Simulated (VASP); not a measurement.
A run of VASP 6.6.1:

File INCAR:

```
ALGO = Normal
EDIFF = 1E-6
ENCUT = 520
GGA = PE
ISIF = 2
ISMEAR = -1
LASPH = True
LCHARG = True
LELF = True
LREAL = False
LVHAR = True
LWAVE = False
NBANDS = 15
NELM = 80
PREC = Accurate
SIGMA = 0.05
```

Contents of KPOINTS:

```
k-points
0
Gamma
  13 13 10
```

Contents of POSCAR:

```
HfB2
1.0
    3.1451078224      0.0000000000      0.0000000000
   -1.5725539112      2.7237432718      0.0000000000
    0.0000000000      0.0000000000      3.4873792405
Hf B
1 2
Direct
    0.0000000000      0.0000000000      0.0000000000
    0.3333333333      0.6666666667      0.5000000000
    0.6666666667      0.3333333333      0.5000000000
```

Potentials or basis: VASP PAW PBE potentials, release 64 (Hf_pv, B).

Command:

```console
$ cat potpaw_PBE.64/Hf_pv/POTCAR potpaw_PBE.64/B/POTCAR > POTCAR
$ mpirun -np 1 vasp_std > vasp.out
```

Hardware: 1 thread of AMD EPYC 9R14 (Zen 4) (shared host).

Task: How long does it take, and how much memory?

Result: It took 38 s on 1 thread of AMD EPYC 9R14 (Zen 4), with other jobs on the host, peak memory 0.15 GiB. Counts: scf iterations 13, k points 126.
